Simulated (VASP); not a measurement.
A run of VASP 6.6.1 is set up as follows.

The input POSCAR:

```
LiF
1.0
    2.3547703600      0.0000000000      0.0000000000
    0.0000000000      2.3547703600      0.0000000000
    0.0000000000      0.0000000000      2.3547703600
Li F
1 1
Direct
    0.0000000000      0.0000000000      0.0000000000
    0.5000000000      0.5000000000      0.5000000000
```

INCAR.step1

```
SYSTEM = LiF
PREC     = Accurate       ! precision mode
ENCUT    = 520            ! plane-wave cutoff, eV
ISMEAR   = 0              ! smearing method
SIGMA    = 0.05           ! smearing width, eV
LREAL    = .FALSE.        ! projectors in reciprocal space
LASPH    = .TRUE.         ! aspherical terms in the spheres
NELM     = 60             ! most SCF steps
NBANDS   = 12             ! bands
GGA      = PE             ! functional
ALGO     = Normal         ! electronic algorithm
EDIFF    = 1E-4           ! SCF threshold, eV
LWAVE    = .TRUE.         ! write WAVECAR
LCHARG   = .FALSE.        ! write CHGCAR
```

The input INCAR.step2:

```
SYSTEM = LiF
PREC     = Accurate       ! precision mode
ENCUT    = 520            ! plane-wave cutoff, eV
EDIFF    = 1E-7           ! SCF threshold, eV
ISMEAR   = 0              ! smearing method
SIGMA    = 0.05           ! smearing width, eV
LREAL    = .FALSE.        ! projectors in reciprocal space
LASPH    = .TRUE.         ! aspherical terms in the spheres
NELM     = 60             ! most SCF steps
ALGO     = Normal         ! electronic algorithm
ISIF     = 2              ! what is computed and relaxed
LWAVE    = .FALSE.        ! write WAVECAR
LCHARG   = .FALSE.        ! write CHGCAR
METAGGA  = R2SCAN         ! meta-GGA
LMIXTAU  = .TRUE.       
NBANDS   = 12             ! bands
ISTART   = 1
```

KPOINTS

```
regular mesh
0
G
  10 10 10
  0 0 0
```

Potentials or basis: VASP PAW PBE potentials, release 64 (Li_sv, F).

Launch:

```console
$ cat potpaw_PBE.64/Li_sv/POTCAR potpaw_PBE.64/F/POTCAR > POTCAR
$ cp INCAR.step1 INCAR
$ mpirun -np 1 vasp_std > vasp.out
$ cp INCAR.step2 INCAR
$ mpirun -np 1 vasp_std > vasp.out
```

**Question.** Predict the band gap on the k mesh.

**Answer.** 11.34 eV, indirect (least direct gap 12.10 eV).

Caveat: the cell differs from its parent crystal (strain -0.080 along x and y, -0.080 along z). A k mesh can miss the band edges.
